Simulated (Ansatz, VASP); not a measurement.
**BN in VASP and in Ansatz**

File INCAR:

```
SYSTEM = BN
PREC = Accurate
ENCUT = 520
EDIFF = 1E-6
ISMEAR = 0
SIGMA = 0.05
LREAL = .False.
LASPH = .True.
NELM = 80
ALGO = Normal
ISIF = 2
LWAVE = .False.
LCHARG = .True.
LELF = .True.
LVHAR = .True.
NBANDS = 16
```

KPOINTS

```
regular mesh
0
Gamma
  12 12 4
  0 0 0
```

File POSCAR:

```
BN
1.0
    2.4682369401      0.0000000000      0.0000000000
   -1.2341184700      2.1375558927      0.0000000000
    0.0000000000      0.0000000000      6.4427664857
B N
2 2
Direct
    0.3333333333      0.6666666667      0.2500000000
    0.6666666667      0.3333333333      0.7500000000
    0.3333333333      0.6666666667      0.7500000000
    0.6666666667      0.3333333333      0.2500000000
```

Input for Ansatz:

```yaml
crystal:
  lattice:
    - [2.4682369401, 0.0, 0.0]
    - [-1.23411847, 2.1375558927, 0.0]
    - [0.0, 0.0, 6.4427664857]
  atoms:
    - { symbol: B, position: [0.3333333333, 0.6666666667, 0.25] }
    - { symbol: B, position: [0.6666666667, 0.3333333333, 0.75] }
    - { symbol: "N", position: [0.3333333333, 0.6666666667, 0.75] }
    - { symbol: "N", position: [0.6666666667, 0.3333333333, 0.25] }
basis:
  ecutwfc: 520.0
kpoints:
  mp_grid: { grid: [12, 12, 4] }
hamiltonian:
  xc: lda
  pseudopotentials: { kind: paw, azcp: { folder: soft_1 } }
scf:
  occupations: { method: gaussian, width: 0.05 }
output:
  forces: true
  stress: true
  eigenvalues: true
```

Alike in both runs: task single point; functional LDA; k mesh 12 × 12 × 4; occupations gaussian, width 0.05 eV; no spin polarisation.

|  | VASP | Ansatz |
| --- | --- | --- |
| version | VASP 6.6.1 | Ansatz 0.2.0 |
| potentials or method | VASP PAW LDA potentials, release 64 (B, N), cutoff 520 eV | scalar-relativistic, plane waves, PAW |
| valence electrons in the cell | 16 | 16 |

|  | VASP | Ansatz | Ansatz less VASP |
| --- | --- | --- | --- |
| gap on the k mesh at the Fermi level (eV) | 4.07 | 4.09 | +0.013 |
| least direct gap on the mesh (eV) | 4.50 | 4.51 | +0.013 |
| pressure (GPa) | 7.2 | 6.6 | -0.63 |
| traceless stress, the component that is largest in VASP (GPa) | -7.12 | -6.28 | +0.835 |

Ansatz warns that its potentials were made for another functional, while VASP's fit it. LDA's correlation is that of Perdew and Zunger in VASP and of Perdew and Wang (1992) in Ansatz.
